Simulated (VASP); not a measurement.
# Ti (P6/mmm) in VASP: a series of runs

Ti is run at these levels: BLYP, PBEsol, LDA; tasks: single point.

Everything below comes from runs of VASP 6.6.1. Logs are shortened: lines on timing, memory, paths and dates and some standing lists are left out, and cuts for length are marked.

## Step 1: The cell of the first run

The structure is hexagonal, space group P6/mmm (No. 191). Conventional cell: a = 4.600 Å, b = 4.600 Å, c = 2.820 Å, α = 90.00°, β = 90.00°, γ = 120.00°. Within 3.7 Å of Ti (site symmetry 6/mmm) lie 14 Ti at 2.82 to 3.01 Å. Within 3.5 Å of Ti (site symmetry -6m2) lie 11 Ti at 2.66 to 3.01 Å.

## Step 2: Single point, BLYP

Contents of INCAR:

```
SYSTEM = Ti
AGGAC = 1.0
AGGAX = 1.0
ALDAC = 0.0
ALDAX = 1.0
ALGO = Normal
EDIFF = 1E-6
ENCUT = 520
GGA = B5
ISIF = 2
ISMEAR = 1
LASPH = .TRUE.
LCHARG = .FALSE.
LREAL = .FALSE.
LWAVE = .FALSE.
NBANDS = 25
NELM = 100
PREC = Accurate
SIGMA = 0.05
```

Contents of KPOINTS:

```
k-points
0
G
  8 8 12
  0 0 0
```

Contents of POSCAR:

```
Ti
1.0
    4.6000000000      0.0000000000      0.0000000000
   -2.3000000000      3.9837170000      0.0000000000
    0.0000000000      0.0000000000      2.8200000000
Ti
3
Direct
    0.0000000000      0.0000000000      0.0000000000
    0.3333333333      0.6666666667      0.5000000000
    0.6666666667      0.3333333333      0.5000000000
```

Potentials or basis: VASP PAW PBE potentials, release 64 (Ti_sv).

On the command line:

```bash
> cat potpaw_PBE.64/Ti_sv/POTCAR > POTCAR
> mpirun -np 1 vasp_std > vasp.out
```

OUTCAR:

```text
SYSTEM = Ti
   EDIFF = 1E-6
   ENCUT = 520
   GGA = B5
   ISIF = 2
   ISMEAR = 1
   LASPH = .TRUE.
   LREAL = .FALSE.
   NELM = 100
   PREC = Accurate

 ion  position               nearest neighbor table
   1  0.000  0.000  0.000-
   2  0.333  0.667  0.500-   3 2.66   3 2.66   3 2.66
   3  0.667  0.333  0.500-   2 2.66   2 2.66   2 2.66

  LATTYP: Found a hexagonal cell.
 ALAT       =     4.6000000000
 C/A-ratio  =     0.6130434783

  Lattice vectors:

 A1 = (   4.6000000000,   0.0000000000,   0.0000000000)
 A2 = (  -2.3000000000,   3.9837170000,   0.0000000000)
 A3 = (   0.0000000000,   0.0000000000,   2.8200000000)

Analysis of symmetry for initial positions (statically):
=====================================================================
 Subroutine PRICEL returns:
 Original cell was already a primitive cell.

 Routine SETGRP: Setting up the symmetry group for a
 hexagonal supercell.

 Subroutine GETGRP returns: Found 24 space group operations
 (whereof 24 operations were pure point group operations)
 out of a pool of 24 trial point group operations.

The static configuration has the point symmetry D_6h.

Analysis of symmetry for dynamics (positions and initial velocities):
=====================================================================
 Subroutine PRICEL returns:
 Original cell was already a primitive cell.

 Routine SETGRP: Setting up the symmetry group for a
 hexagonal supercell.

 Subroutine GETGRP returns: Found 24 space group operations
 (whereof 24 operations were pure point group operations)
 out of a pool of 24 trial point group operations.

The dynamic configuration has the point symmetry D_6h.

 Subroutine INISYM returns: Found 24 space group operations
 (whereof 24 operations are pure point group operations),
 and found     1 'primitive' translations

----------------------------------------------------------------------------------------

                                     Primitive cell

  volume of cell :      51.6768

  direct lattice vectors                    reciprocal lattice vectors
     4.600000000  0.000000000  0.000000000     0.217391304  0.125510924  0.000000000
[... 82 lines left out ...]
   ISPIN  =      1    spin polarized calculation?
   LNONCOLLINEAR =      F non collinear calculations
   LSORBIT =      F    spin-orbit coupling
   LASPH  =      T    aspherical Exc in radial PAW
   ENCUT  =  520.0 eV  38.22 Ry    6.18 a.u.   8.55  8.55  5.24*2*pi/ulx,y,z
   NELM   =    100;   NELMIN=  2; NELMDL= -5     # of ELM steps
   EDIFF  = 0.1E-05   stopping-criterion for ELM
   LREAL  =      F    real-space projection
   EDIFFG = 0.1E-04   stopping-criterion for IOM
   NSW    =      0    number of steps for IOM
   IBRION =     -1    ionic relax: 0-MD 1-quasi-New 2-CG
   NFREE  =      0    steps in history (QN), initial steepest desc. (CG)
   ISIF   =      2    stress and relaxation
   ISYM   =      2    0-nonsym 1-usesym 2-fastsym
   POTIM  = 0.5000    time-step for ionic-motion
   TEBEG  =    0.0;   TEEND  =   0.0 temperature during run
   PSTRESS=    0.0 pullay stress
   NELECT =      36.0000    total number of electrons
   NUPDOWN=      -1.0000    fix difference up-down
   EMIN   =  10.00;   EMAX   =-10.00  energy-range for DOS
   EFERMI =   0.00;   METHOD = LEGACY
   ISMEAR =     1;   SIGMA  =   0.05  broadening in eV -4-tet -1-fermi 0-gaus
   EFERMI_NEDOS =   21; number of points for ismear=-14 and -15
   IALGO  =     38    algorithm
   IMIX   =      4    mixing-type and parameters
     AMIX     =   0.40;   BMIX     =  1.00
     AMIX_MAG =   1.60;   BMIX_MAG =  1.00
  volume/ion in A,a.u.               =      17.23       116.24
  Fermi-wavevector in a.u.,A,eV,Ry     =   1.451255  2.742475 28.655806  2.106142
  Thomas-Fermi vector in A             =   2.568774
   LORBIT       =      0    0 simple, 1 ext, 2 COOP (PROOUT), +10 PAW based schemes
   GGA     = B5    functional components
   LHFCALC =     F    Hartree Fock is set to
   AEXX    =    0.0000 exact exchange contribution
   IVDW    =     0    specifies the selected vdW correction
   LEPSILON=     F    determine dielectric tensor
   LRPA    =     F    only Hartree local field effects (RPA)
 non-spin polarized calculation
 Methfessel and Paxton  Order N= 1 SIGMA  =   0.05
  energy-cutoff  :      520.00
  volume of cell :       51.68
 maximum number of plane-waves:      1416
 NGX is ok and might be reduce to    36
   NGX = 17   NGY = 17   NGZ = 11

 number of electron      35.9999981 magnetization

 Free energy of the ion-electron system (eV)
  ---------------------------------------------------
  ext. energy  EPLUGINS =         0.00000000
  ---------------------------------------------------
  free energy    TOTEN  =       -20.30266700 eV

  energy without entropy =      -20.30263215  energy(sigma->0) =      -20.30265539

 E-fermi :   8.7701     XC(G=0): -11.0023

 val. band max:        8.7637257812   @ k =   0.5000   0.0000   0.0000
 cond. band min:       8.7744335259   @ k =   0.2500   0.1250   0.0000
 fundamental gap:      0.0107077447
 Fermi energy:         8.7701220151

 k-point     1 :       0.0000    0.0000    0.0000
  band No.  band energies     occupation
      1     -47.9353      2.00000
      2     -47.6473      2.00000
      3     -47.4876      2.00000
      4     -24.4157      2.00000
      5     -24.4157      2.00000
      6     -24.2733      2.00000
[... 661 lines left out ...]
     24      10.7922      0.00000
     25      11.1618      0.00000

 [... further k-points ...]

------------------------ aborting loop because EDIFF is reached ----------------------------------------

  FORCE on cell =-STRESS in cart. coord.  units (eV):
  Direction    XX          YY          ZZ          XY          YZ          ZX
  --------------------------------------------------------------------------------------
  -------------------------------------------------------------------------------------
  Total        0.4815847      0.4815848      0.9962268      0.0000000      0.0000000     -0.0000000
  in kB       14.9309653     14.9309664     30.8868324      0.0000000      0.0000000     -0.0000000
  external PRESSURE =      20.2495880 kB  Pullay stress =       0.0000000 kB

 VOLUME and BASIS-vectors are now :
 -----------------------------------------------------------------------------
  energy-cutoff  :      520.00
  volume of cell :       51.68
      direct lattice vectors                 reciprocal lattice vectors
     4.600000000  0.000000000  0.000000000     0.217391304  0.125510924  0.000000000
    -2.300000000  3.983717000  0.000000000     0.000000000  0.251021847  0.000000000
     0.000000000  0.000000000  2.820000000     0.000000000  0.000000000  0.354609929

 POSITION                                       TOTAL-FORCE (eV/Angst)
 -----------------------------------------------------------------------------------
      0.00000      0.00000      0.00000         0.000000     -0.000000      0.000000
     -0.00000      2.65581      1.41000         0.000000      0.000000     -0.000000
      2.30000      1.32791      1.41000        -0.000000     -0.000000      0.000000
 -----------------------------------------------------------------------------------
    total drift:                                0.000000      0.000000     -0.000000

  FREE ENERGIE OF THE ION-ELECTRON SYSTEM (eV)
  ---------------------------------------------------
  free  energy   TOTEN  =       -20.3026670038 eV

  energy  without entropy=      -20.3026321549  energy(sigma->0) =      -20.30265539
```

Wall time 2 min (1 thread of AMD EPYC 7R43 (Zen 3), shared host); peak memory 0.18 GiB.

Results:

| Property | Result |
| --- | --- |
| Free energy | -20.3027 eV |
| Pressure | 2.0 GPa |
| Band gap on the k mesh | zero (band 18 reaches 8.92 eV, above the bottom of band 19 at 8.64 eV) |

Stress tensor (GPa, compression positive):
```
1.49 0.00 0.00
0.00 1.49 0.00
0.00 0.00 3.09
```

Levels at points of the mesh, in eV from the Fermi level:
```csv
k point,band 15,band 16,band 17,band 18,band 19,band 20,band 21,band 22
"(0.00, 0.00, 0.00)",-0.69,-0.69,-0.59,-0.59,-0.10,0.56,1.19,1.19
"(0.50, 0.00, 0.00)",-2.56,-0.45,-0.43,-0.41,-0.01,0.44,1.03,1.24
"(0.00, 0.00, 0.50)",-2.05,-1.63,-1.63,-1.53,1.01,1.01,1.20,1.20
"(0.50, 0.00, 0.50)",-1.65,-1.19,-0.60,-0.58,0.30,0.77,1.00,1.01
```

Caveat: the PAW data sets were made with another functional, which shifts forces and pressure a little.

## Step 3: Single point, PBEsol

Contents of INCAR:

```
SYSTEM = Ti
  ALGO = Normal
  EDIFF = 1E-6
  ENCUT = 520
  GGA = PS
  ISIF = 2
  ISMEAR = 1
  LASPH = .TRUE.
  LCHARG = .FALSE.
  LREAL = .FALSE.
  LWAVE = .FALSE.
  NBANDS = 25
  NELM = 100
  PREC = Accurate
  SIGMA = 0.05
```

KPOINTS is that of step 2.

POSCAR is that of step 2.

Potentials or basis: VASP PAW PBE potentials, release 64 (Ti_sv).

On the command line:

```bash
> cat potpaw_PBE.64/Ti_sv/POTCAR > POTCAR
> mpirun -np 1 vasp_std > vasp.out
```

It took 1.7 min on 1 thread of AMD EPYC 7R43 (Zen 3), shared host; peak memory 0.18 GiB.

Results (log left out):

```
Free energy            : -25.0195 eV
Pressure               : -5.0 GPa
Band gap on the k mesh : zero (band 18 reaches 8.35 eV, above the bottom of band 19 at 8.04 eV)
```

Stress tensor (GPa, compression positive):
```
-5.48  0.00  0.00
 0.00 -5.48  0.00
 0.00  0.00 -4.13
```

Levels at points of the mesh, in eV from the Fermi level:
```csv
k point,band 15,band 16,band 17,band 18,band 19,band 20,band 21,band 22
"(0.00, 0.00, 0.00)",-0.72,-0.72,-0.62,-0.62,-0.08,0.61,1.27,1.27
"(0.50, 0.00, 0.00)",-2.61,-0.42,-0.40,-0.36,0.03,0.48,1.06,1.10
"(0.00, 0.00, 0.50)",-2.06,-1.68,-1.60,-1.60,1.02,1.02,1.25,1.25
"(0.50, 0.00, 0.50)",-1.68,-1.15,-0.66,-0.58,0.34,0.81,0.93,1.04
```

Caveat: the PAW data sets were made with another functional, which shifts forces and pressure a little.

## Step 4: Single point, LDA

Contents of INCAR:

```
  PREC = Accurate
  ENCUT = 520
  EDIFF = 1E-6
  ISMEAR = 1
  SIGMA = 0.05
  LREAL = False
  LASPH = True
  NELM = 60
  ALGO = Normal
  ISIF = 2
  LWAVE = False
  LCHARG = False
  GGA = CA
  NBANDS = 25
```

Contents of KPOINTS:

```
Automatic mesh
0
Gamma
  8 8 12
```

POSCAR is that of step 3.

Potentials or basis: VASP PAW LDA potentials, release 64 (Ti_sv).

On the command line:

```bash
> cat potpaw_LDA.64/Ti_sv/POTCAR > POTCAR
> mpirun -np 1 vasp_std > vasp.out
```

Wall time 2 min (1 thread of AMD EPYC 7R43 (Zen 3), shared host); peak memory 0.16 GiB.

It converged, with:

* Free energy: -25.5897 eV
* Pressure: -9.1 GPa
* Band gap on the k mesh: zero (band 18 reaches 8.23 eV, above the bottom of band 19 at 7.94 eV)

Stress tensor (GPa, compression positive):
```
-9.71  0.00  0.00
 0.00 -9.71  0.00
 0.00  0.00 -7.98
```

Levels at points of the mesh, in eV from the Fermi level:
```csv
k point,band 16,band 17,band 18,band 19,band 20,band 21
"(0.00, 0.00, 0.00)",-0.71,-0.59,-0.59,-0.10,0.58,1.23
"(0.50, 0.00, 0.00)",-0.44,-0.42,-0.38,0.01,0.45,1.06
"(0.00, 0.00, 0.50)",-1.61,-1.60,-1.60,1.00,1.00,1.22
"(0.50, 0.00, 0.50)",-1.16,-0.62,-0.58,0.31,0.79,0.97
```

## Step 5: Summary

```tsv
level	potentials or basis	gap on the mesh (eV)	pressure (GPa)
BLYP	VASP PAW PBE potentials, release 64 (Ti_sv)	none	2.0
PBEsol	VASP PAW PBE potentials, release 64 (Ti_sv)	none	-5.0
LDA	VASP PAW LDA potentials, release 64 (Ti_sv)	none	-9.1
```

Alike in all rows: task single point; no spin polarisation; cell as given; k mesh 8 × 8 × 12; cutoff (eV) 520; smearing methfessel-paxton 0.05 eV.

Caveats: the PAW data sets were made with another functional, which shifts forces and pressure a little (some runs).

Absolute energies hang on the potentials; compare differences alone.
